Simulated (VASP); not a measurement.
**C: relaxation of cell and atoms with BLYP+D3(BJ)**

C, a slab with vacuum:

```
C
1.0
     2.45617    0.00000    0.00000
    -1.22809    2.12711    0.00000
     0.00000    0.00000    8.52380
C
2
Direct
  0.33333 0.66667 0.00000
  0.66667 0.33333 0.00000
```

```json
{"Program": "VASP 6.6.1", "Task": "relaxation of cell and atoms", "Functional": "BLYP", "Dispersion": "D3(BJ)", "Potentials or basis": "VASP PAW PBE potentials, release 64 (C)", "Cutoff": "600 eV", "k mesh": "13 × 13 × 4", "Occupations": "fermi-dirac, width 0.1 eV", "Spin": "no spin polarisation", "Dipole correction": "no", "Further INCAR settings": "ALGO = Normal; EDIFF = 1e-07; IBRION = 2; EDIFFG = -0.03; NSW = 80; ISIF = 3"}
```

| Quantity | Value |
| --- | --- |
| Relaxed cell | a = 2.472 Å, b = 2.472 Å, c = 8.521 Å, α = 90.00°, β = 90.00°, γ = 120.00° |
| Space group after relaxing (to 0.05 Å) | P6/mmm (No. 191) |
| Energy gained by relaxing | 2.9 meV/atom |
| Ionic steps | 3 |
| Band gap on the k mesh | 1.52 eV, direct |
| Dispersion energy per atom | -0.184 eV |

Step by step:
| step | energy change (eV) | largest force (eV/Å) | pressure (GPa) | volume (Å³) |
| --- | --- | --- | --- | --- |
| 1 | 0.0000 | 0.0000 | 2.15 | 44.53 |
| 2 | 0.0275 | 0.0000 | -4.88 | 46.48 |
| 3 | -0.0059 | 0.0000 | -0.10 | 45.10 |

Final structure:
```
CELL_PARAMETERS angstrom
2.47222 0.00000 0.00000
-1.23611 2.14100 0.00000
0.00000 0.00000 8.52075
ATOMIC_POSITIONS crystal
C 0.33333 0.66667 0.00000
C 0.66667 0.33333 0.00000
```

Levels at points of the mesh, in eV from the valence-band top:
```csv
k point,band 1,band 2,band 3,band 4,band 5,band 6,band 7,band 8
"(0.00, 0.00, 0.00)",-18.62,-6.78,-2.45,-2.45,3.61,5.93,7.63,9.06
"(0.00, 0.00, 0.50)",-18.62,-6.78,-2.45,-2.45,4.29,4.46,9.06,9.55
```

Run time: 65 s on 1 thread of Intel(R) Xeon(R) Platinum 8559C (Emerald Rapids), on a shared host, peak memory 0.18 GiB.

Caveat: the PAW data sets were made with another functional, which shifts forces and pressure a little.
